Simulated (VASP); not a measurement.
Input of a VASP 6.6.1 run:

File POSCAR:

```
BiMo
1.0
    0.0000000000      2.8274289403      2.8274289403
    2.8274289403      0.0000000000      2.8274289403
    2.8274289403      2.8274289403      0.0000000000
Mo Bi
1 1
Direct
    0.5000000000      0.5000000000      0.5000000000
    0.0000000000      0.0000000000      0.0000000000
```

File INCAR.step1:

```
SYSTEM = BiMo
ALGO     = Normal         ! electronic algorithm
EDIFF    = 1E-4           ! SCF threshold, eV
ENCUT    = 520            ! plane-wave cutoff, eV
GGA      = PE             ! functional
ISMEAR   = 0              ! smearing method
LASPH    = .TRUE.         ! aspherical terms in the spheres
LCHARG   = .FALSE.        ! write CHGCAR
LREAL    = .FALSE.        ! projectors in reciprocal space
LWAVE    = .TRUE.         ! write WAVECAR
NBANDS   = 22             ! bands
NELM     = 80             ! most SCF steps
PREC     = Accurate       ! precision mode
SIGMA    = 0.05           ! smearing width, eV
```

Contents of INCAR.step2:

```
SYSTEM = BiMo
ALGO     = Normal         ! electronic algorithm
EDIFF    = 1E-6           ! SCF threshold, eV
ENCUT    = 520            ! plane-wave cutoff, eV
ISIF     = 2              ! what is computed and relaxed
ISMEAR   = 0              ! smearing method
ISTART   = 1            
LASPH    = .TRUE.         ! aspherical terms in the spheres
LCHARG   = .FALSE.        ! write CHGCAR
LMIXTAU  = .TRUE.       
LREAL    = .FALSE.        ! projectors in reciprocal space
LWAVE    = .FALSE.        ! write WAVECAR
METAGGA  = R2SCAN         ! meta-GGA
NBANDS   = 22             ! bands
NELM     = 80             ! most SCF steps
PREC     = Accurate       ! precision mode
SIGMA    = 0.05           ! smearing width, eV
```

File KPOINTS:

```
k-points
0
G
  10 10 10
  0 0 0
```

Potentials or basis: VASP PAW PBE potentials, release 64 (Mo_sv, Bi_d).

The run is started by

```console
$ cat potpaw_PBE.64/Mo_sv/POTCAR potpaw_PBE.64/Bi_d/POTCAR > POTCAR
$ cp INCAR.step1 INCAR
$ mpirun -np 1 vasp_std > vasp.out
$ cp INCAR.step2 INCAR
$ mpirun -np 1 vasp_std > vasp.out
```

(1) What does it give for the pressure?

(2) Estimate the band gap on the k mesh.

Answers

(1) 0.3 GPa.

(2) zero (an odd number of electrons rules out a gap without spin polarisation).

Caveat: the PAW data sets were made with another functional, which shifts forces and pressure a little; spin-orbit coupling is left out, which moves the levels of the heavy elements.
